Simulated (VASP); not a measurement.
AlN, 4 atoms in the cell. Symmetry: P6_3mc, No. 186, hexagonal system. The conventional cell has a = 3.113 Å, b = 3.113 Å, c = 4.981 Å, α = 90.00°, β = 90.00°, γ = 120.00°. Al (site symmetry 3m) has 4 N at 1.89 Å within 2.5 Å. Within 2.5 Å of N (site symmetry 3m) lie 4 Al at 1.89 Å. 

```yaml
Program: VASP 6.6.1
Task: relaxation of cell and atoms
Functional: PBE
Potentials_or_basis: VASP PAW PBE potentials, release 64 (Al, N)
Cutoff: 600 eV
k_mesh: 10 × 10 × 5
Occupations: methfessel-paxton, width 0.01 eV
Spin: no spin polarisation
Dipole_correction: no
Further_INCAR_settings: ALGO = Normal; EDIFF = 1e-07; IBRION = 2; EDIFFG = -0.01; NSW = 80; ISIF = 3
```

Potentials or basis: VASP PAW PBE potentials, release 64 (Al, N).

Launch:

```sh
$ cat potpaw_PBE.64/Al/POTCAR potpaw_PBE.64/N/POTCAR > POTCAR
$ mpirun -np 1 vasp_std > vasp.out
```

Hardware: 1 thread of AMD EPYC 9R45 96-Core Processor (Zen 5) (shared host).

Q: How long does it take, and how much memory?

A: Wall time 36 s on 1 thread of AMD EPYC 9R45 96-Core Processor (Zen 5), with other jobs on the host, peak memory 0.15 GiB. Counts: scf iterations 29, k points 42, ion steps 3.
